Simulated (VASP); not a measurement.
Input of a VASP 6.6.1 run:

The input INCAR:

```
SYSTEM = HfO2
PREC = Accurate ; ENCUT = 520
EDIFF = 1E-6 ; ISMEAR = 0
SIGMA = 0.01 ; LREAL = .False.
LASPH = .True. ; NELM = 100
ALGO = Normal ; ISIF = 2
LWAVE = .False. ; LCHARG = .False.
GGA = PS ; NBANDS = 18
```

Contents of KPOINTS:

```
regular mesh
0
Gamma
  8 8 8
  0 0 0
```

Contents of POSCAR:

```
HfO2
1.0
    0.0000000000      2.4556082625      2.4556082625
    2.4556082625      0.0000000000      2.4556082625
    2.4556082625      2.4556082625      0.0000000000
Hf O
1 2
Direct
    0.0000000000      0.0000000000      0.0000000000
    0.2500000000      0.2500000000      0.2500000000
    0.7500000000      0.7500000000      0.7500000000
```

Potentials or basis: VASP PAW PBE potentials, release 64 (Hf_pv, O).

The run is started by

```sh
$ cat potpaw_PBE.64/Hf_pv/POTCAR potpaw_PBE.64/O/POTCAR > POTCAR
$ mpirun -np 1 vasp_std > vasp.out
```

(1) Predict the band gap on the k mesh.

(2) Estimate the pressure.

## Answers

(1) 3.91 eV, direct.

(2) 20.6 GPa.

Caveat: the PAW data sets were made with another functional, which shifts forces and pressure a little; spin-orbit coupling is left out, which moves the levels of the heavy elements.
